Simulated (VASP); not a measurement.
# Sr in VASP: further runs, part 2 of 2

VASP 6.6.1. Earlier steps stand in the parts before.

### Step 4. Single point, PBE (the cell strained at random)

Contents of INCAR:

```
SYSTEM = Sr
PREC = Accurate
ENCUT = 520
EDIFF = 1E-7
ISMEAR = 0
SIGMA = 0.1
LREAL = .FALSE.
LASPH = .TRUE.
NELM = 60
ALGO = Fast
ISIF = 2
LWAVE = .FALSE.
LCHARG = .FALSE.
GGA = PE
NBANDS = 11
```

Contents of KPOINTS:

```
Automatic mesh
0
G
  10 10 10
  0 0 0
```

Contents of POSCAR:

```
Sr
1.0
   -2.3873640000      2.4485710000      2.4168520000
    2.5328640000     -2.5065285000      2.6203095000
    2.4366885000      2.5558530000     -2.4748095000
Sr
1
Direct
    0.0000000000      0.0000000000      0.0000000000
```

Potentials or basis: VASP PAW PBE potentials, release 64 (Sr_sv).

Command:

```bash
$ cat potpaw_PBE.64/Sr_sv/POTCAR > POTCAR
$ mpirun -np 1 vasp_std > vasp.out
```

OUTCAR:

```text
SYSTEM = Sr
   PREC = Accurate
   ENCUT = 520
   EDIFF = 1E-7
   ISMEAR = 0
   LREAL = .FALSE.
   LASPH = .TRUE.
   NELM = 60
   ISIF = 2
   GGA = PE

 ion  position               nearest neighbor table
   1  0.000  0.000  0.000-

  LATTYP: Found a triclinic cell.
 ALAT       =    10.8841753696
 B/A-ratio  =     0.6312881717
 C/A-ratio  =     0.4054328869
 COS(alpha) =     0.0062806650
 COS(beta)  =     0.2814670808
 COS(gamma) =     0.9424028499

  Lattice vectors:

 A1 = (   9.7936050000,   0.1566065000,  -4.7461615000)
 A2 = (   4.8240525000,   0.1072820000,  -4.8916615000)
 A3 = (   2.5821885000,   2.4978955000,   2.5623520000)

Analysis of symmetry for initial positions (statically):
=====================================================================
 Subroutine PRICEL returns:
 Original cell was already a primitive cell.

 Routine SETGRP: Setting up the symmetry group for a
 triclinic supercell.

 Subroutine GETGRP returns: Found  2 space group operations
 (whereof  2 operations were pure point group operations)
 out of a pool of  2 trial point group operations.

The static configuration has the point symmetry S_2 .

[... 158 lines left out ...]

 E-fermi :   1.1878     XC(G=0):  -6.9707

 val. band max:        1.1782958020   @ k =  -0.4000   0.4000   0.5000
 cond. band min:       1.1881133713   @ k =   0.1000   0.4000   0.4000
 fundamental gap:      0.0098175694
 Fermi energy:         1.1877634070

 k-point     1 :       0.0000    0.0000    0.0000
  band No.  band energies     occupation
      1     -35.7243      2.00000
      2     -17.6276      2.00000
      3     -17.6253      2.00000
      4     -17.6207      2.00000
      5      -2.2736      2.00000
      6       3.1486      0.00000
      7       3.3661      0.00000
      8       3.5531      0.00000
      9       4.5519      0.00000
     10       4.6387      0.00000
     11       8.4662      0.00000
[... 309 lines left out ...]
 k-point    24 :      -0.3000    0.2000   -0.0000
  band No.  band energies     occupation
      1     -35.7188      2.00000
      2     -17.7074      2.00000
      3     -17.6425      2.00000
      4     -17.6276      2.00000
      5      -1.2264      2.00000
      6       2.5664      0.00000
      7       2.7382      0.00000
      8       4.1962      0.00000
      9       4.2400      0.00000
     10       4.6526      0.00000
     11       7.9665      0.00000

 [... further k-points ...]
[... 5 lines left out ...]
  --------------------------------------------------------------------------------------
  -------------------------------------------------------------------------------------
  Total       -0.4981191     -0.5009032     -0.4942326     -0.0930945      0.0997438     -0.2211845
  in kB      -12.7552004    -12.8264920    -12.6556812     -2.3838464      2.5541134     -5.6638119
  external PRESSURE =     -12.7457912 kB  Pullay stress =       0.0000000 kB

 VOLUME and BASIS-vectors are now :
 -----------------------------------------------------------------------------
  energy-cutoff  :      520.00
  volume of cell :       62.57
      direct lattice vectors                 reciprocal lattice vectors
    -2.387364000  2.448571000  2.416852000    -0.007894460  0.202229757  0.201079393
     2.532864000 -2.506528500  2.620309500     0.195575162  0.000306154  0.192878779
     2.436688500  2.555853000 -2.474809500     0.199363916  0.197817897 -0.003482600

 POSITION                                       TOTAL-FORCE (eV/Angst)
 -----------------------------------------------------------------------------------
      0.00000      0.00000      0.00000         0.000000      0.000000      0.000000
 -----------------------------------------------------------------------------------
    total drift:                               -0.000000      0.000000     -0.000000

  FREE ENERGIE OF THE ION-ELECTRON SYSTEM (eV)
  ---------------------------------------------------
  free  energy   TOTEN  =        -1.5874459383 eV

  energy  without entropy=       -1.5791122428  energy(sigma->0) =       -1.58327909
```

OSZICAR:

```text
N       E                     dE             d eps       ncg     rms          rms(c)
DAV:   1     0.363347978867E+02    0.36335E+02   -0.46385E+03 11104   0.767E+02
DAV:   2     0.218632466290E+00   -0.36116E+02   -0.35519E+02 13017   0.149E+02
DAV:   3    -0.149975130825E+01   -0.17184E+01   -0.16992E+01 16701   0.241E+01
DAV:   4    -0.157764704438E+01   -0.77896E-01   -0.77668E-01 14744   0.474E+00
DAV:   5    -0.157919155869E+01   -0.15445E-02   -0.15444E-02 16070   0.557E-01    0.101E+01
RMM:   6    -0.158393957683E+01   -0.47480E-02   -0.70584E-03 11643   0.965E-01    0.571E+00
RMM:   7    -0.158719661611E+01   -0.32570E-02   -0.13951E-02 12263   0.142E+00    0.293E-01
RMM:   8    -0.158734254000E+01   -0.14592E-03   -0.22904E-03 15146   0.381E-01    0.735E-02
RMM:   9    -0.158741919227E+01   -0.76652E-04   -0.49942E-04 18122   0.103E-01    0.353E-02
RMM:  10    -0.158744151731E+01   -0.22325E-04   -0.77753E-05 18197   0.398E-02    0.216E-02
RMM:  11    -0.158744516839E+01   -0.36511E-05   -0.23752E-05 18239   0.214E-02    0.718E-03
RMM:  12    -0.158744546073E+01   -0.29234E-06   -0.37536E-06 18469   0.804E-03    0.742E-03
RMM:  13    -0.158744590744E+01   -0.44671E-06   -0.11784E-06 17105   0.635E-03    0.733E-04
RMM:  14    -0.158744593832E+01   -0.30882E-07   -0.54302E-07 14208   0.274E-03
   1 F= -.15874459E+01 E0= -.15832791E+01  d E =-.833370E-02
```

Run time: 6.8 min. Hardware: 1 thread of Intel Xeon 8259CL, shared host; peak memory 0.46 GiB.

What came out:

- Free energy: -1.5874 eV
- Pressure: -1.3 GPa
- Band gap on the k mesh: zero (bands 5 and 6 overlap by 0.23 eV)

Levels at points of the mesh, in eV from the Fermi level:
| k point | band 2 | band 3 | band 4 | band 5 | band 6 | band 7 | band 8 | band 9 |
| --- | --- | --- | --- | --- | --- | --- | --- | --- |
| (0.00, 0.00, 0.00) | -18.82 | -18.81 | -18.81 | -3.46 | 1.96 | 2.18 | 2.37 | 3.36 |
| (0.50, 0.00, 0.00) | -18.95 | -18.86 | -18.81 | -0.91 | 0.11 | 1.23 | 3.04 | 3.67 |
| (0.00, 0.50, 0.00) | -18.92 | -18.84 | -18.81 | -1.08 | -0.09 | 1.13 | 3.32 | 3.94 |
| (0.50, 0.50, 0.00) | -18.95 | -18.85 | -18.81 | -0.89 | 0.14 | 1.15 | 3.12 | 3.72 |
| (0.00, 0.00, 0.50) | -18.93 | -18.85 | -18.81 | -0.98 | 0.02 | 1.11 | 3.27 | 3.86 |
| (0.50, 0.00, 0.50) | -18.96 | -18.87 | -18.81 | -0.83 | 0.23 | 1.21 | 2.99 | 3.59 |
| (0.00, 0.50, 0.50) | -18.93 | -18.85 | -18.81 | -1.02 | -0.02 | 1.18 | 3.20 | 3.82 |
| (0.50, 0.50, 0.50) | -18.93 | -18.90 | -18.88 | -0.02 | 0.01 | 3.05 | 3.12 | 3.22 |

Caveat: the cell differs from its parent crystal (the cell strained at random).

### Step 5. The runs side by side

```tsv
cell	k mesh	gap on the mesh (eV)	pressure (GPa)
a = 4.397 Å, angles 109.5°, 1 atom	12 × 12 × 12	none	-1.6
a = 4.292 Å, angles 108.7, 108.7, 111.1°, 1 atom	10 × 10 × 10	none	-1.1
a = 4.188, b = 4.423, c = 4.312 Å, angles 110.6, 107.9, 108.4°, 1 atom	10 × 10 × 10	none	-1.3
```

Alike in all rows: task single point; level PBE; potentials or basis VASP PAW PBE potentials, release 64 (Sr_sv); no spin polarisation; cutoff (eV) 520; smearing gaussian 0.1 eV.

Total energies depend on the potentials used, so only differences within one code and one set of settings carry meaning.
